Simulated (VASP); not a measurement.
A run of VASP 6.6.1 is set up as follows.

Contents of INCAR:

```
PREC = Accurate
ENCUT = 520
EDIFF = 1E-7
ISMEAR = 0
SIGMA = 0.02
LREAL = F
LASPH = T
NELM = 80
ALGO = Normal
ISIF = 2
LWAVE = F
LCHARG = F
GGA = PE
NBANDS = 31
```

KPOINTS

```
regular mesh
0
Gamma
  12 12 2
```

POSCAR

```
PdPtS4
1.0
    3.5668895311      0.0000000000      0.0000000000
   -1.7834447655      3.0890169464      0.0000000000
    0.0000000000      0.0000000000     12.8911429579
Pd Pt S
1 1 4
Direct
    0.0000000000      0.0000000000      0.0000000000
    0.0000000000      0.0000000000      0.5000000000
    0.3333333333      0.6666666667      0.0956117837
    0.3333333333      0.6666666667      0.5956433007
    0.6666666667      0.3333333333      0.4043566993
    0.6666666667      0.3333333333      0.9043882163
```

Potentials or basis: VASP PAW PBE potentials, release 64 (Pd, Pt, S).

Run with:

```console
$ cat potpaw_PBE.64/Pd/POTCAR potpaw_PBE.64/Pt/POTCAR potpaw_PBE.64/S/POTCAR > POTCAR
$ mpirun -np 1 vasp_std > vasp.out
```

Q: What does it give for the band gap on the k mesh?

A: 1.08 eV, indirect (least direct gap 1.18 eV).

Q: Estimate the largest force.

A: 0.036 eV/Å.

Q: Predict the pressure.

A: -0.3 GPa.

Forces in eV/Å, atoms in the order of the input:
```
Pd   0.000  0.000  0.000
Pt   0.000  0.000  0.000
S    0.000  0.000 -0.025
S    0.000  0.000 -0.036
S    0.000  0.000  0.036
S    0.000  0.000  0.025
```

Caveat: spin-orbit coupling is left out, which moves the levels of the heavy elements; this functional lacks dispersion, which binds the layers, so the pressure and a relaxed spacing across them are unreliable. A k mesh can miss the band edges.
